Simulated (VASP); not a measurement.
# HfC (P6_3mc) in VASP: further runs

HfC is run at these levels: PBE; tasks: single point.

Program: VASP 6.6.1. These are calculated values, not measurements. Logs are shortened: lines on timing, memory, paths and dates and some standing lists are left out, and cuts for length are marked.

## Step 1: The cell of the first run

The structure is hexagonal, space group P6_3mc (No. 186). Conventional cell: a = 3.851 Å, b = 3.851 Å, c = 4.643 Å, α = 90.00°, β = 90.00°, γ = 120.00°. Hf (site symmetry 3m) has 5 C at 2.22 to 2.36 Å within 2.9 Å. Within 2.9 Å of C (site symmetry 3m) lie 5 Hf at 2.22 to 2.36 Å.

## Step 2: Single point, PBE

Contents of INCAR:

```
SYSTEM = HfC
PREC     = Accurate       ! precision mode
ENCUT    = 520            ! plane-wave cutoff, eV
EDIFF    = 1E-7           ! SCF threshold, eV
ISMEAR   = 1              ! smearing method
SIGMA    = 0.05           ! smearing width, eV
LREAL    = .False.        ! projectors in reciprocal space
LASPH    = .True.         ! aspherical terms in the spheres
NELM     = 60             ! most SCF steps
ALGO     = Normal         ! electronic algorithm
ISIF     = 2              ! what is computed and relaxed
LWAVE    = .False.        ! write WAVECAR
LCHARG   = .False.        ! write CHGCAR
GGA      = PE             ! functional
NBANDS   = 22             ! bands
```

Contents of KPOINTS:

```
Automatic mesh
0
Gamma
  12 12 6
  0 0 0
```

Contents of POSCAR:

```
HfC
1.0
    3.8514406728      0.0000000000      0.0000000000
   -1.9257203364      3.3354454638      0.0000000000
    0.0000000000      0.0000000000      4.6430899925
Hf C
2 2
Direct
    0.6666666667      0.3333333333      0.0665890361
    0.3333333333      0.6666666667      0.5665890361
    0.6666666667      0.3333333333      0.5586109639
    0.3333333333      0.6666666667      0.0586109639
```

Potentials or basis: VASP PAW PBE potentials, release 64 (Hf_pv, C).

On the command line:

```console
$ cat potpaw_PBE.64/Hf_pv/POTCAR potpaw_PBE.64/C/POTCAR > POTCAR
$ mpirun -np 1 vasp_std > vasp.out
```

OUTCAR:

```text
SYSTEM = HfC
   PREC = Accurate
   ENCUT = 520
   EDIFF = 1E-7
   ISMEAR = 1
   LREAL = .False.
   LASPH = .True.
   NELM = 60
   ISIF = 2
   GGA = PE

 ion  position               nearest neighbor table
   1  0.667  0.333  0.067-   4 2.22   4 2.22   4 2.22   3 2.28   3 2.36   2 3.21   2 3.21   2 3.21
                             2 3.21   2 3.21   2 3.21
   2  0.333  0.667  0.567-   3 2.22   3 2.22   3 2.22   4 2.28   4 2.36   1 3.21   1 3.21   1 3.21
                             1 3.21   1 3.21   1 3.21
   3  0.667  0.333  0.559-   2 2.22   2 2.22   2 2.22   1 2.28   1 2.36
   4  0.333  0.667  0.059-   1 2.22   1 2.22   1 2.22   2 2.28   2 2.36

  LATTYP: Found a hexagonal cell.
 ALAT       =     3.8514406728
 C/A-ratio  =     1.2055462844

  Lattice vectors:

 A1 = (   3.8514406728,   0.0000000000,   0.0000000000)
 A2 = (  -1.9257203364,   3.3354454638,   0.0000000000)
 A3 = (   0.0000000000,   0.0000000000,   4.6430899925)

Analysis of symmetry for initial positions (statically):
=====================================================================
 Subroutine PRICEL returns:
 Original cell was already a primitive cell.

 Routine SETGRP: Setting up the symmetry group for a
 hexagonal supercell.

 Subroutine GETGRP returns: Found 12 space group operations
 (whereof  6 operations were pure point group operations)
 out of a pool of 24 trial point group operations.

The static configuration has the point symmetry C_3v.
 The point group associated with its full space group is C_6v.

Analysis of symmetry for dynamics (positions and initial velocities):
=====================================================================
 Subroutine PRICEL returns:
 Original cell was already a primitive cell.

 Routine SETGRP: Setting up the symmetry group for a
 hexagonal supercell.

 Subroutine GETGRP returns: Found 12 space group operations
 (whereof  6 operations were pure point group operations)
 out of a pool of 24 trial point group operations.

The dynamic configuration has the point symmetry C_3v.
 The point group associated with its full space group is C_6v.

 Subroutine INISYM returns: Found 12 space group operations
 (whereof  6 operations are pure point group operations),
 and found     1 'primitive' translations

----------------------------------------------------------------------------------------

                                     Primitive cell

  volume of cell :      59.6464

  direct lattice vectors                    reciprocal lattice vectors
     3.851440673  0.000000000  0.000000000     0.259643101  0.149905014  0.000000000
    -1.925720336  3.335445464  0.000000000     0.000000000  0.299810029  0.000000000
     0.000000000  0.000000000  4.643089993     0.000000000  0.000000000  0.215373814

  length of vectors
     3.851440673  3.851440673  4.643089993     0.299810029  0.299810029  0.215373814

  position of ions in fractional coordinates (direct lattice)
     0.666666667  0.333333333  0.066589036
     0.333333333  0.666666667  0.566589036
     0.666666667  0.333333333  0.558610964
     0.333333333  0.666666667  0.058610964

  ion indices of the primitive-cell ions
   primitive index   ion index
                 1           1
                 2           2
                 3           3
                 4           4

----------------------------------------------------------------------------------------

 KPOINTS: Automatic mesh

Automatic generation of k-mesh.
 Grid dimensions read from file:
 generate k-points for:   12   12    6

 Generating k-lattice:

  Cartesian coordinates                     Fractional coordinates (reciprocal lattice)
     0.021636925  0.012492085  0.000000000     0.083333333 -0.000000000  0.000000000
     0.000000000  0.024984169  0.000000000     0.000000000  0.083333333  0.000000000
     0.000000000  0.000000000  0.035895636     0.000000000  0.000000000  0.166666667

  Length of vectors
     0.024984169  0.024984169  0.035895636

  Shift w.r.t. Gamma in fractional coordinates (k-lattice)
     0.000000000  0.000000000  0.000000000

 Subroutine IBZKPT returns following result:
 ===========================================

 Found     76 irreducible k-points:

 Following reciprocal coordinates:
            Coordinates               Weight
  0.000000  0.000000  0.000000      1.000000
  0.083333  0.000000  0.000000      6.000000
  0.166667  0.000000  0.000000      6.000000
  0.250000  0.000000  0.000000      6.000000
  0.333333  0.000000  0.000000      6.000000
  0.416667  0.000000  0.000000      6.000000
[... 16 lines left out ...]
  0.250000  0.000000  0.166667     12.000000
  0.333333  0.000000  0.166667     12.000000
 [... further k-points ...]
   k-points           NKPTS =     76   k-points in BZ     NKDIM =     76   number of bands    NBANDS=     22
   number of dos      NEDOS =    301   number of ions     NIONS =      4
   total plane-waves  NPLWV =  32400
   dimension x,y,z NGX =    30 NGY =   30 NGZ =   36
   dimension x,y,z NGXF=    60 NGYF=   60 NGZF=   72
   ions per type =               2   2
   NGX,Y,Z   is equivalent  to a cutoff of  12.95, 12.95, 12.89 a.u.
   NGXF,Y,Z  is equivalent  to a cutoff of  25.90, 25.90, 25.78 a.u.
 SYSTEM =  HfC
   PREC   = accura    normal or accurate (medium, high low for compatibility)
   ISTART =      0    job   : 0-new  1-cont  2-samecut
   ICHARG =      2    charge: 1-file 2-atom 10-const
   ISPIN  =      1    spin polarized calculation?
   LNONCOLLINEAR =      F non collinear calculations
   LSORBIT =      F    spin-orbit coupling
   LASPH  =      T    aspherical Exc in radial PAW
   ENCUT  =  520.0 eV  38.22 Ry    6.18 a.u.   7.16  7.16  8.63*2*pi/ulx,y,z
   NELM   =     60;   NELMIN=  2; NELMDL= -5     # of ELM steps
   EDIFF  = 0.1E-06   stopping-criterion for ELM
   LREAL  =      F    real-space projection
   EDIFFG = 0.1E-05   stopping-criterion for IOM
   NSW    =      0    number of steps for IOM
   IBRION =     -1    ionic relax: 0-MD 1-quasi-New 2-CG
   NFREE  =      0    steps in history (QN), initial steepest desc. (CG)
   ISIF   =      2    stress and relaxation
   ISYM   =      2    0-nonsym 1-usesym 2-fastsym
   POTIM  = 0.5000    time-step for ionic-motion
   TEBEG  =    0.0;   TEEND  =   0.0 temperature during run
   PSTRESS=    0.0 pullay stress
   NELECT =      28.0000    total number of electrons
   NUPDOWN=      -1.0000    fix difference up-down
   EMIN   =  10.00;   EMAX   =-10.00  energy-range for DOS
   EFERMI =   0.00;   METHOD = LEGACY
   ISMEAR =     1;   SIGMA  =   0.05  broadening in eV -4-tet -1-fermi 0-gaus
   EFERMI_NEDOS =   21; number of points for ismear=-14 and -15
   IALGO  =     38    algorithm
   IMIX   =      4    mixing-type and parameters
     AMIX     =   0.40;   BMIX     =  1.00
     AMIX_MAG =   1.60;   BMIX_MAG =  1.00
  volume/ion in A,a.u.               =      14.91       100.63
  Fermi-wavevector in a.u.,A,eV,Ry     =   1.272329  2.404353 22.025401  1.618821
  Thomas-Fermi vector in A             =   2.405213
   LORBIT       =      0    0 simple, 1 ext, 2 COOP (PROOUT), +10 PAW based schemes
   GGA     = PE    functional components
   LHFCALC =     F    Hartree Fock is set to
   AEXX    =    0.0000 exact exchange contribution
   IVDW    =     0    specifies the selected vdW correction
   LEPSILON=     F    determine dielectric tensor
   LRPA    =     F    only Hartree local field effects (RPA)
 non-spin polarized calculation
 Methfessel and Paxton  Order N= 1 SIGMA  =   0.05
  energy-cutoff  :      520.00
  volume of cell :       59.65
 maximum number of plane-waves:      1638
 NGX is ok and might be reduce to    30
   NGX = 15   NGY = 15   NGZ = 17

 number of electron      28.0000001 magnetization

 Free energy of the ion-electron system (eV)
  ---------------------------------------------------
  ext. energy  EPLUGINS =         0.00000000
  ---------------------------------------------------
  free energy    TOTEN  =       -41.01658400 eV

  energy without entropy =      -41.01647243  energy(sigma->0) =      -41.01654681

 E-fermi :   4.3994     XC(G=0): -11.1757

 val. band max:        4.3942629093   @ k =   0.3333   0.1667   0.0000
 cond. band min:       4.4410831652   @ k =   0.2500   0.1667   0.0000
 fundamental gap:      0.0468202559
 Fermi energy:         4.3994029820

 k-point     1 :       0.0000    0.0000    0.0000
  band No.  band energies     occupation
      1     -25.6901      2.00000
      2     -25.5458      2.00000
      3     -25.5458      2.00000
      4     -25.3458      2.00000
      5     -25.3458      2.00000
      6     -25.1159      2.00000
[... 14 lines left out ...]
     21      11.3848      0.00000
     22      13.1242      0.00000

 k-point     2 :       0.0833    0.0000    0.0000
  band No.  band energies     occupation
      1     -25.6810      2.00000
      2     -25.5523      2.00000
      3     -25.5509      2.00000
      4     -25.3564      2.00000
      5     -25.3449      2.00000
      6     -25.1241      2.00000
[... 14 lines left out ...]
     21      11.6127      0.00000
     22      12.5348      0.00000

 k-point     3 :       0.1667    0.0000    0.0000
  band No.  band energies     occupation
      1     -25.6545      2.00000
      2     -25.5702      2.00000
      3     -25.5642      2.00000
      4     -25.3850      2.00000
      5     -25.3428      2.00000
      6     -25.1481      2.00000
[... 14 lines left out ...]
     21      11.3528      0.00000
     22      11.8752      0.00000
[... 476 lines left out ...]
 k-point    23 :       0.2500    0.0000    0.1667
  band No.  band energies     occupation
      1     -25.6720      2.00000
      2     -25.5657      2.00000
      3     -25.5037      2.00000
      4     -25.4621      2.00000
      5     -25.3570      2.00000
      6     -25.1844      2.00000
[... 14 lines left out ...]
     21      10.7358      0.00000
     22      10.9742      0.00000

 k-point    24 :       0.3333    0.0000    0.1667
  band No.  band energies     occupation
      1     -25.6863      2.00000
      2     -25.5811      2.00000
      3     -25.5240      2.00000
      4     -25.4584      2.00000
      5     -25.3569      2.00000
      6     -25.2103      2.00000
[... 14 lines left out ...]
     21      10.7182      0.00000
     22      10.8613      0.00000

 [... further k-points ...]
[... 5 lines left out ...]
  --------------------------------------------------------------------------------------
  -------------------------------------------------------------------------------------
  Total       -0.1839032     -0.1839032     -0.1890562      0.0000000      0.0000000      0.0000000
  in kB       -4.9398734     -4.9398734     -5.0782881      0.0000000      0.0000000      0.0000000
  external PRESSURE =      -4.9860116 kB  Pullay stress =       0.0000000 kB

 VOLUME and BASIS-vectors are now :
 -----------------------------------------------------------------------------
  energy-cutoff  :      520.00
  volume of cell :       59.65
      direct lattice vectors                 reciprocal lattice vectors
     3.851440673  0.000000000  0.000000000     0.259643101  0.149905014  0.000000000
    -1.925720336  3.335445464  0.000000000     0.000000000  0.299810029  0.000000000
     0.000000000  0.000000000  4.643089993     0.000000000  0.000000000  0.215373814

 POSITION                                       TOTAL-FORCE (eV/Angst)
 -----------------------------------------------------------------------------------
      1.92572      1.11182      0.30918        -0.000000      0.000000     -0.001251
     -0.00000      2.22363      2.63072         0.000000     -0.000000     -0.001251
      1.92572      1.11182      2.59368         0.000000      0.000000      0.001251
     -0.00000      2.22363      0.27214         0.000000     -0.000000      0.001251
 -----------------------------------------------------------------------------------
    total drift:                                0.000000     -0.000000      0.000125

  FREE ENERGIE OF THE ION-ELECTRON SYSTEM (eV)
  ---------------------------------------------------
  free  energy   TOTEN  =       -41.0165839952 eV

  energy  without entropy=      -41.0164724334  energy(sigma->0) =      -41.01654681
```

It took 4.4 min on 1 thread of AMD EPYC, shared host; peak memory 0.2 GiB.

Results:

```
Free energy            : -41.0166 eV
Pressure               : -0.5 GPa
Band gap on the k mesh : zero (band 14 reaches 5.66 eV, above the bottom of band 15 at 4.34 eV)
```

Caveat: spin-orbit coupling is left out, which moves the levels of the heavy elements.

## Step 3: Single point, PBE

Contents of INCAR:

```
SYSTEM = HfC
PREC = Accurate
ENCUT = 520
EDIFF = 1E-7
ISMEAR = 0
SIGMA = 0.05
LREAL = .False.
LASPH = .True.
NELM = 80
ALGO = Normal
ISIF = 2
LWAVE = .False.
LCHARG = .False.
GGA = PE
NBANDS = 22
```

Contents of KPOINTS:

```
regular mesh
0
Gamma
  12 12 6
  0 0 0
```

POSCAR is that of step 2.

Potentials or basis: VASP PAW PBE potentials, release 64 (Hf_pv, C).

On the command line:

```console
$ cat potpaw_PBE.64/Hf_pv/POTCAR potpaw_PBE.64/C/POTCAR > POTCAR
$ mpirun -np 1 vasp_std > vasp.out
```

OUTCAR:

```text
SYSTEM = HfC
   PREC = Accurate
   ENCUT = 520
   EDIFF = 1E-7
   ISMEAR = 0
   LREAL = .False.
   LASPH = .True.
   NELM = 80
   ISIF = 2
   GGA = PE

 ion  position               nearest neighbor table
   1  0.667  0.333  0.067-   4 2.22   4 2.22   4 2.22   3 2.28   3 2.36   2 3.21   2 3.21   2 3.21
                             2 3.21   2 3.21   2 3.21
   2  0.333  0.667  0.567-   3 2.22   3 2.22   3 2.22   4 2.28   4 2.36   1 3.21   1 3.21   1 3.21
                             1 3.21   1 3.21   1 3.21
   3  0.667  0.333  0.559-   2 2.22   2 2.22   2 2.22   1 2.28   1 2.36
   4  0.333  0.667  0.059-   1 2.22   1 2.22   1 2.22   2 2.28   2 2.36

  LATTYP: Found a hexagonal cell.
 ALAT       =     3.8514406728
 C/A-ratio  =     1.2055462844

  Lattice vectors:

 A1 = (   3.8514406728,   0.0000000000,   0.0000000000)
 A2 = (  -1.9257203364,   3.3354454638,   0.0000000000)
 A3 = (   0.0000000000,   0.0000000000,   4.6430899925)

Analysis of symmetry for initial positions (statically):
=====================================================================
 Subroutine PRICEL returns:
 Original cell was already a primitive cell.

 Routine SETGRP: Setting up the symmetry group for a
 hexagonal supercell.

 Subroutine GETGRP returns: Found 12 space group operations
 (whereof  6 operations were pure point group operations)
 out of a pool of 24 trial point group operations.

The static configuration has the point symmetry C_3v.
 The point group associated with its full space group is C_6v.

Analysis of symmetry for dynamics (positions and initial velocities):
=====================================================================
 Subroutine PRICEL returns:
 Original cell was already a primitive cell.

 Routine SETGRP: Setting up the symmetry group for a
 hexagonal supercell.

 Subroutine GETGRP returns: Found 12 space group operations
 (whereof  6 operations were pure point group operations)
 out of a pool of 24 trial point group operations.
[... 119 lines left out ...]
   EMIN   =  10.00;   EMAX   =-10.00  energy-range for DOS
   EFERMI =   0.00;   METHOD = LEGACY
   ISMEAR =     0;   SIGMA  =   0.05  broadening in eV -4-tet -1-fermi 0-gaus
   EFERMI_NEDOS =   21; number of points for ismear=-14 and -15
   IALGO  =     38    algorithm
   IMIX   =      4    mixing-type and parameters
     AMIX     =   0.40;   BMIX     =  1.00
     AMIX_MAG =   1.60;   BMIX_MAG =  1.00
  volume/ion in A,a.u.               =      14.91       100.63
  Fermi-wavevector in a.u.,A,eV,Ry     =   1.272329  2.404353 22.025401  1.618821
  Thomas-Fermi vector in A             =   2.405213
   LORBIT       =      0    0 simple, 1 ext, 2 COOP (PROOUT), +10 PAW based schemes
   GGA     = PE    functional components
   LHFCALC =     F    Hartree Fock is set to
   AEXX    =    0.0000 exact exchange contribution
   IVDW    =     0    specifies the selected vdW correction
   LEPSILON=     F    determine dielectric tensor
   LRPA    =     F    only Hartree local field effects (RPA)
 non-spin polarized calculation
 Gauss-broadening in eV      SIGMA  =   0.05
  energy-cutoff  :      520.00
  volume of cell :       59.65
 maximum number of plane-waves:      1638
 NGX is ok and might be reduce to    30
   NGX = 15   NGY = 15   NGZ = 17

 number of electron      28.0000001 magnetization

 Free energy of the ion-electron system (eV)
  ---------------------------------------------------
  ext. energy  EPLUGINS =         0.00000000
  ---------------------------------------------------
  free energy    TOTEN  =       -41.01696185 eV

  energy without entropy =      -41.01620795  energy(sigma->0) =      -41.01658490

 E-fermi :   4.3999     XC(G=0): -11.1757

 val. band max:        4.3939216616   @ k =   0.3333   0.1667   0.0000
 cond. band min:       4.4411737856   @ k =   0.2500   0.1667   0.0000
 fundamental gap:      0.0472521240
 Fermi energy:         4.3998611485

 k-point     1 :       0.0000    0.0000    0.0000
  band No.  band energies     occupation
      1     -25.6895      2.00000
      2     -25.5454      2.00000
      3     -25.5454      2.00000
      4     -25.3455      2.00000
      5     -25.3455      2.00000
      6     -25.1153      2.00000
[... 589 lines left out ...]
     21      10.7184      0.00000
     22      10.8612      0.00000

 [... further k-points ...]
[... 5 lines left out ...]
  --------------------------------------------------------------------------------------
  -------------------------------------------------------------------------------------
  Total       -0.1837031     -0.1837031     -0.1968923      0.0000000      0.0000000      0.0000000
  in kB       -4.9344978     -4.9344978     -5.2887754      0.0000000      0.0000000      0.0000000
  external PRESSURE =      -5.0525904 kB  Pullay stress =       0.0000000 kB

 VOLUME and BASIS-vectors are now :
 -----------------------------------------------------------------------------
  energy-cutoff  :      520.00
  volume of cell :       59.65
      direct lattice vectors                 reciprocal lattice vectors
     3.851440673  0.000000000  0.000000000     0.259643101  0.149905014  0.000000000
    -1.925720336  3.335445464  0.000000000     0.000000000  0.299810029  0.000000000
     0.000000000  0.000000000  4.643089993     0.000000000  0.000000000  0.215373814

 POSITION                                       TOTAL-FORCE (eV/Angst)
 -----------------------------------------------------------------------------------
      1.92572      1.11182      0.30918         0.000000     -0.000000     -0.000457
     -0.00000      2.22363      2.63072        -0.000000      0.000000     -0.000457
      1.92572      1.11182      2.59368        -0.000000     -0.000000      0.000457
     -0.00000      2.22363      0.27214         0.000000      0.000000      0.000457
 -----------------------------------------------------------------------------------
    total drift:                                0.000000     -0.000000      0.000122

  FREE ENERGIE OF THE ION-ELECTRON SYSTEM (eV)
  ---------------------------------------------------
  free  energy   TOTEN  =       -41.0169618530 eV

  energy  without entropy=      -41.0162079520  energy(sigma->0) =      -41.01658490
```

It took 4.5 min on 1 thread of AMD EPYC, shared host; peak memory 0.2 GiB.

What came out:

| Quantity | Value |
| --- | --- |
| Free energy | -41.0170 eV |
| Pressure | -0.5 GPa |
| Band gap on the k mesh | zero (band 14 reaches 5.66 eV, above the bottom of band 15 at 4.34 eV) |

Levels at points of the mesh, in eV from the Fermi level:
```tsv
k point	band 10	band 11	band 12	band 13	band 14	band 15	band 16	band 17	band 18	band 19
(0.00, 0.00, 0.00)	-2.66	-2.51	-2.51	-1.87	1.26	1.37	1.37	2.49	4.88	4.90
(0.50, 0.00, 0.00)	-2.06	-1.79	-1.59	-1.27	-0.26	0.38	1.83	3.13	3.94	4.20
(0.00, 0.00, 0.50)	-3.16	-3.02	-3.02	-3.02	-3.02	4.23	4.23	4.46	4.46	4.46
(0.50, 0.00, 0.50)	-4.63	-2.26	-2.26	-1.54	-1.54	2.43	2.43	3.74	3.74	5.49
```

Caveat: spin-orbit coupling is left out, which moves the levels of the heavy elements.
